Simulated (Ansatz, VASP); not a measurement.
# One calculation of LiF, two programs

The input INCAR:

```
SYSTEM = LiF
  ALGO = Normal
  EDIFF = 1E-6
  ENCUT = 520
  GGA = PE
  ISIF = 2
  ISMEAR = 0
  LASPH = .True.
  LCHARG = .False.
  LREAL = .False.
  LWAVE = .False.
  NBANDS = 18
  NELM = 100
  PREC = Accurate
  SIGMA = 0.01
```

The input KPOINTS:

```
k-points
0
Gamma
  9 9 4
  0 0 0
```

The input POSCAR:

```
LiF
1.0
    2.8014787766      0.0000000000      0.0000000000
   -1.4007393883      2.4261517887      0.0000000000
    0.0000000000      0.0000000000      4.8279533423
Li F
2 2
Direct
    0.0000000000      0.0000000000      0.0000000000
    0.0000000000      0.0000000000      0.5000000000
    0.3333333333      0.6666666667      0.2500000000
    0.6666666667      0.3333333333      0.7500000000
```

Input for Ansatz:

```yaml
crystal:
  lattice:
    - [2.8014787766, 0.0, 0.0]
    - [-1.4007393883, 2.4261517887, 0.0]
    - [0.0, 0.0, 4.8279533423]
  atoms:
    - { symbol: Li, position: [0.0, 0.0, 0.0] }
    - { symbol: Li, position: [0.0, 0.0, 0.5] }
    - { symbol: F, position: [0.3333333333, 0.6666666667, 0.25] }
    - { symbol: F, position: [0.6666666667, 0.3333333333, 0.75] }
kpoints:
  mp_grid: { grid: [9, 9, 4] }
hamiltonian:
  xc: pbe
scf:
  occupations: { method: fixed }
  n_extra_bands: 5
output:
  forces: true
  stress: true
  eigenvalues: true
```

Alike in both runs: task single point; functional PBE; k mesh 9 × 9 × 4; no spin polarisation.

|  | VASP | Ansatz |
| --- | --- | --- |
| version | VASP 6.6.1 | Ansatz 0.2.0 |
| potentials or method | VASP PAW PBE potentials, release 64 (Li_sv, F) | plane waves, PAW |
| plane-wave cutoff (eV) | 520 | 420 |
| occupations | gaussian, width 0.01 eV | fixed |
| valence electrons in the cell | 20 | 20 |

```tsv
	VASP	Ansatz	Ansatz less VASP
gap on the k mesh at the Fermi level (eV)	8.97	8.97	+0.002
```

Noted on VASP's run: the cutoff is short for stress, so the pressure is rough.
